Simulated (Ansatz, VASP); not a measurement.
# One calculation of InAs, two programs

Contents of POSCAR:

```
InAs
1.0
    0.0000000000      3.0804149433      3.0804149433
    3.0804149433      0.0000000000      3.0804149433
    3.0804149433      3.0804149433      0.0000000000
In As
1 1
Direct
    0.0000000000      0.0000000000      0.0000000000
    0.7500000000      0.7500000000      0.7500000000
```

INCAR.step1

```
  PREC = Accurate
  ENCUT = 520
  ISMEAR = 0
  SIGMA = 0.05
  LREAL = F
  LASPH = T
  NELM = 100
  NBANDS = 16
  GGA = PE
  ALGO = Normal
  EDIFF = 1E-4
  LWAVE = T
  LCHARG = F
```

File INCAR.step2:

```
  PREC = Accurate
  ENCUT = 520
  EDIFF = 1E-6
  ISMEAR = 0
  SIGMA = 0.05
  LREAL = F
  LASPH = T
  NELM = 100
  ALGO = Normal
  ISIF = 2
  LWAVE = F
  LCHARG = F
  METAGGA = R2SCAN
  LMIXTAU = T
  NBANDS = 16
  ISTART = 1
```

Contents of KPOINTS:

```
Automatic mesh
0
Gamma
  10 10 10
```

Input for Ansatz:

```yaml
crystal:
  lattice:
    - [0.0, 3.0804149433, 3.0804149433]
    - [3.0804149433, 0.0, 3.0804149433]
    - [3.0804149433, 3.0804149433, 0.0]
  atoms:
    - { symbol: In, position: [0.0, 0.0, 0.0] }
    - { symbol: As, position: [0.75, 0.75, 0.75] }
basis:
  ecutwfc: 500
  ecutrho_ratio: 4
kpoints:
  mp_grid: { grid: [10, 10, 10] }
hamiltonian:
  xc: r2scan
scf:
  occupations: { method: gaussian, width: 0.05 }
output:
  forces: true
  stress: true
  eigenvalues: true
```

Alike in both runs: task single point; functional r2SCAN; k mesh 10 × 10 × 10; occupations gaussian, width 0.05 eV; no spin polarisation.

|  | VASP | Ansatz |
| --- | --- | --- |
| version | VASP 6.6.1 | Ansatz 0.2.0 |
| potentials or method | VASP PAW PBE potentials, release 64 (In_d, As), cutoff 520 eV | scalar-relativistic, plane waves, PAW |
| valence electrons in the cell | 18 | 28 |

```csv
,VASP,Ansatz,Ansatz less VASP
gap on the k mesh at the Fermi level (eV),none,none,-
pressure (GPa),-1.4,-1.4,+0.01
```

VASP's potentials were made for PBE, not for r2SCAN. A gap of «none» marks a metal or a gap that the smearing closes. VASP's potentials hold 18 valence electrons a cell and Ansatz's 28, so a difference there can come from the potentials and not from the codes.
